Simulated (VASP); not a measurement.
Write the native input for VASP 6.6.1 that does the following.

| Property | Result |
| --- | --- |
| Task | single point |
| Functional | r2SCAN |
| Potentials or basis | VASP PAW PBE potentials, release 64 (B, As) |
| Cutoff | 520 eV |
| k mesh | 9 × 9 × 2 |
| Occupations | gaussian, width 0.01 eV |
| Spin | no spin polarisation |
| Dipole correction | no |
| Further INCAR settings | ALGO = Normal; EDIFF = 1e-06; NBANDS = 16 |

The system is BAs.

```
CELL_PARAMETERS angstrom
3.36586 0.00000 0.00000
-1.68293 2.91492 0.00000
0.00000 0.00000 8.74460
ATOMIC_POSITIONS crystal
B 0.33333 0.66667 0.25000
B 0.66667 0.33333 0.75000
As 0.66667 0.33333 0.25000
As 0.33333 0.66667 0.75000
```

The input as run:

POSCAR

```
BAs
1.0
    3.3658574568      0.0000000000      0.0000000000
   -1.6829287284      2.9149180631      0.0000000000
    0.0000000000      0.0000000000      8.7445975206
B As
2 2
Direct
    0.3333333333      0.6666666667      0.2500000000
    0.6666666667      0.3333333333      0.7500000000
    0.6666666667      0.3333333333      0.2500000000
    0.3333333333      0.6666666667      0.7500000000
```

INCAR.step1

```
SYSTEM = BAs
PREC = Accurate ; ENCUT = 520
ISMEAR = 0 ; SIGMA = 0.01
LREAL = .False. ; LASPH = .True.
NELM = 80 ; NBANDS = 16
GGA = PE ; ALGO = Normal
EDIFF = 1E-4 ; LWAVE = .True.
LCHARG = .False.
```

INCAR.step2

```
SYSTEM = BAs
PREC = Accurate ; ENCUT = 520
EDIFF = 1E-6 ; ISMEAR = 0
SIGMA = 0.01 ; LREAL = .False.
LASPH = .True. ; NELM = 80
ALGO = Normal ; ISIF = 2
LWAVE = .False. ; LCHARG = .True.
METAGGA = R2SCAN ; LMIXTAU = .True.
LELF = .True. ; LVHAR = .True.
NBANDS = 16 ; ISTART = 1
```

KPOINTS

```
Automatic mesh
0
Gamma
  9 9 2
  0 0 0
```

Potentials or basis: VASP PAW PBE potentials, release 64 (B, As).

The run is started by

```sh
$ cat potpaw_PBE.64/B/POTCAR potpaw_PBE.64/As/POTCAR > POTCAR
$ cp INCAR.step1 INCAR
$ mpirun -np 1 vasp_std > vasp.out
$ cp INCAR.step2 INCAR
$ mpirun -np 1 vasp_std > vasp.out
```

It gave:

```yaml
Pressure: 0.2 GPa
Band_gap_on_the_k_mesh: 0.95 eV
```

Caveat: the PAW data sets were made with another functional, which shifts forces and pressure a little; an odd mesh through Γ misses points on the zone boundary, where band edges can lie.

It used 320 s of CPU time on 1 thread of AMD EPYC 7R13 Processor (Zen 3) (shared host).
